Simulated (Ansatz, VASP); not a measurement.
One calculation of W, two programs

The input INCAR:

```
PREC = Accurate ; ENCUT = 520
EDIFF = 1E-6 ; ISMEAR = 0
SIGMA = 0.15 ; LREAL = False
LASPH = True ; NELM = 80
ALGO = Fast ; ISIF = 2
LWAVE = False ; LCHARG = False
GGA = PS ; NBANDS = 66
```

KPOINTS

```
Automatic mesh
0
Gamma
  10 10 10
```

File POSCAR:

```
W
1.0
    3.1946000000      3.1946000000     -3.1946000000
   -3.1946000000     -3.1946000000     -3.1946000000
   -3.1946000000      3.1946000000      3.1946000000
W
8
Direct
    0.0000000000      0.5000000000      0.0000000000
    0.5000000000      0.5000000000      0.0000000000
    0.0000000000      0.5000000000      0.5000000000
    0.5000000000      0.5000000000      0.5000000000
    0.0000000000      0.0000000000      0.0000000000
    0.5000000000      0.0000000000      0.0000000000
    0.0000000000      0.0000000000      0.5000000000
    0.5000000000      0.0000000000      0.5000000000
```

Input for Ansatz:

```yaml
crystal:
  lattice:
    - [3.1946, 3.1946, -3.1946]
    - [-3.1946, -3.1946, -3.1946]
    - [-3.1946, 3.1946, 3.1946]
  atoms:
    - { symbol: W, position: [0.0, 0.5, 0.0] }
    - { symbol: W, position: [0.5, 0.5, 0.0] }
    - { symbol: W, position: [0.0, 0.5, 0.5] }
    - { symbol: W, position: [0.5, 0.5, 0.5] }
    - { symbol: W, position: [0.0, 0.0, 0.0] }
    - { symbol: W, position: [0.5, 0.0, 0.0] }
    - { symbol: W, position: [0.0, 0.0, 0.5] }
    - { symbol: W, position: [0.5, 0.0, 0.5] }
basis:
  ecutwfc: 420
kpoints:
  mp_grid: { grid: [10, 10, 10] }
hamiltonian:
  xc: pbesol
scf:
  occupations: { method: gaussian, width: 0.15 }
output:
  forces: true
  stress: true
  eigenvalues: true
```

Alike in both runs: task single point; functional PBEsol; k mesh 10 × 10 × 10; occupations gaussian, width 0.15 eV; no spin polarisation.

```csv
,VASP,Ansatz
version,VASP 6.6.1,Ansatz 0.2.0
potentials or method,"VASP PAW PBE potentials, release 64 (W_sv), cutoff 520 eV","scalar-relativistic, plane waves, PAW"
valence electrons in the cell,112,112
```

```tsv
	VASP	Ansatz	Ansatz less VASP
gap on the k mesh at the Fermi level (eV)	none	none	-
pressure (GPa)	-10.9	-11.5	-0.54
```

VASP's potentials were made for PBE, not for PBEsol. A gap of «none» marks a metal or a gap that the smearing closes. The functional is the same, so the differences come from potentials, cutoffs and numerics.

Neither program's run includes spin-orbit coupling.
